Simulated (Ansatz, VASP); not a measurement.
## AlCo3 in VASP and in Ansatz

INCAR

```
SYSTEM = AlCo3
ALGO = Normal
EDIFF = 1E-7
ENCUT = 520
GGA = PS
ISIF = 2
ISMEAR = 0
LASPH = .TRUE.
LCHARG = .FALSE.
LREAL = .FALSE.
LWAVE = .FALSE.
NBANDS = 23
NELM = 100
PREC = Accurate
SIGMA = 0.1
```

KPOINTS

```
k-points
0
G
  12 12 12
  0 0 0
```

The input POSCAR:

```
AlCo3
1.0
    3.5749480000      0.0000000000      0.0000000000
    0.0000000000      3.5749480000      0.0000000000
    0.0000000000      0.0000000000      3.5749480000
Al Co
1 3
Direct
    0.0000000000      0.0000000000      0.0000000000
    0.5000000000      0.5000000000      0.0000000000
    0.5000000000      0.0000000000      0.5000000000
    0.0000000000      0.5000000000      0.5000000000
```

Input for Ansatz:

```yaml
crystal:
  lattice:
    - [3.574948, 0.0, 0.0]
    - [0.0, 3.574948, 0.0]
    - [0.0, 0.0, 3.574948]
  atoms:
    - { symbol: Al, position: [0.0, 0.0, 0.0] }
    - { symbol: Co, position: [0.5, 0.5, 0.0] }
    - { symbol: Co, position: [0.5, 0.0, 0.5] }
    - { symbol: Co, position: [0.0, 0.5, 0.5] }
basis:
  ecutwfc: 420
kpoints:
  mp_grid: { grid: [12, 12, 12] }
hamiltonian:
  xc: pbesol
scf:
  occupations: { method: gaussian, width: 0.1 }
  lower_state_search: "off"
output:
  forces: true
  stress: true
  eigenvalues: true
```

Alike in both runs: task single point; functional PBEsol; k mesh 12 × 12 × 12; occupations gaussian, width 0.1 eV; no spin polarisation.

```csv
,VASP,Ansatz
version,VASP 6.6.1,Ansatz 0.2.0
potentials or method,"VASP PAW PBE potentials, release 64 (Al, Co), cutoff 520 eV","scalar-relativistic, plane waves, PAW"
valence electrons in the cell,30,54
```

VASP gave:

* gap on the k mesh at the Fermi level (eV): none
* pressure (GPa): -13.9

Estimate Ansatz's values.

gap on the k mesh at the Fermi level (eV): none; pressure (GPa): -13.8.

VASP's potentials were made for PBE, not for PBEsol. A gap of «none» marks a metal or a gap that the smearing closes. VASP's potentials hold 30 valence electrons a cell and Ansatz's 54, so a difference there can come from the potentials and not from the codes.
